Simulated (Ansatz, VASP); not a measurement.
## Mg6F in VASP and in Ansatz

INCAR

```
SYSTEM = Mg6F
PREC = Accurate
ENCUT = 520
EDIFF = 1E-6
ISMEAR = 0
SIGMA = 0.1
LREAL = .FALSE.
LASPH = .TRUE.
NELM = 100
ALGO = Normal
ISIF = 2
LWAVE = .FALSE.
LCHARG = .TRUE.
LDIPOL = .TRUE.
IDIPOL = 3
DIPOL = 0.5 0.5 0.304
GGA = PE
LELF = .TRUE.
LVHAR = .TRUE.
LVACPOTAV = .TRUE.
NBANDS = 18
```

Contents of KPOINTS:

```
regular mesh
0
G
  9 4 1
  0 0 0
```

POSCAR

```
Mg6F
1.0
    3.2034417932      0.0000000000      0.0000000000
   -1.6017208966      7.8153198520      0.0000000000
    0.0000000000      0.0000000000     20.9851131634
Mg F
6 1
Direct
    0.8493879956      0.6987759913      0.1906113143
    0.5210014932      0.0420029864      0.2197581863
    0.1926149907      0.3852299814      0.2489050583
    0.3710660944      0.7414803149      0.3283003664
    0.0426232582      0.0834482649      0.3542380799
    0.7128162912      0.4251093731      0.3805132287
    0.7128162912      1.1751093731      0.4043396429
```

Input for Ansatz:

```yaml
crystal:
  lattice:
    - [3.2034417932, 0.0, 0.0]
    - [-1.6017208966, 7.815319852, 0.0]
    - [0.0, 0.0, 20.9851131634]
  atoms:
    - { symbol: Mg, position: [0.8493879956, 0.6987759913, 0.1906113143] }
    - { symbol: Mg, position: [0.5210014932, 0.0420029864, 0.2197581863] }
    - { symbol: Mg, position: [0.1926149907, 0.3852299814, 0.2489050583] }
    - { symbol: Mg, position: [0.3710660944, 0.7414803149, 0.3283003664] }
    - { symbol: Mg, position: [0.0426232582, 0.0834482649, 0.3542380799] }
    - { symbol: Mg, position: [0.7128162912, 0.4251093731, 0.3805132287] }
    - { symbol: F, position: [0.7128162912, 1.1751093731, 0.4043396429] }
basis:
  ecutwfc: 420
kpoints:
  mp_grid: { grid: [9, 4, 1] }
hamiltonian:
  xc: pbe
scf:
  occupations: { method: gaussian, width: 0.1 }
output:
  forces: true
  eigenvalues: true
efield:
  axis: 3
  dipole_correction: true
  ramp_width: 0.04
```

Alike in both runs: task single point; functional PBE; k mesh 9 × 4 × 1; occupations gaussian, width 0.1 eV; no spin polarisation.

```csv
,VASP,Ansatz
version,VASP 6.6.1,Ansatz 0.2.0
potentials or method,"VASP PAW PBE potentials, release 64 (Mg, F), cutoff 520 eV","scalar-relativistic, plane waves, PAW"
valence electrons in the cell,19,67
```

```tsv
	VASP	Ansatz	Ansatz less VASP
gap on the k mesh at the Fermi level (eV)	none	none	-
rms of the force components (eV/Å)	0.854	0.838	-0.0157
work function, face that differs most (eV)	3.49	3.48	-0.011
```

Atom by atom the forces differ by 0.017 eV/Å (rms over components). A gap of «none» marks a metal or a gap that the smearing closes. With one functional, cell and mesh, what is left measures potentials, basis and numerics. VASP's potentials hold 19 valence electrons a cell and Ansatz's 67, so a difference there can come from the potentials and not from the codes.
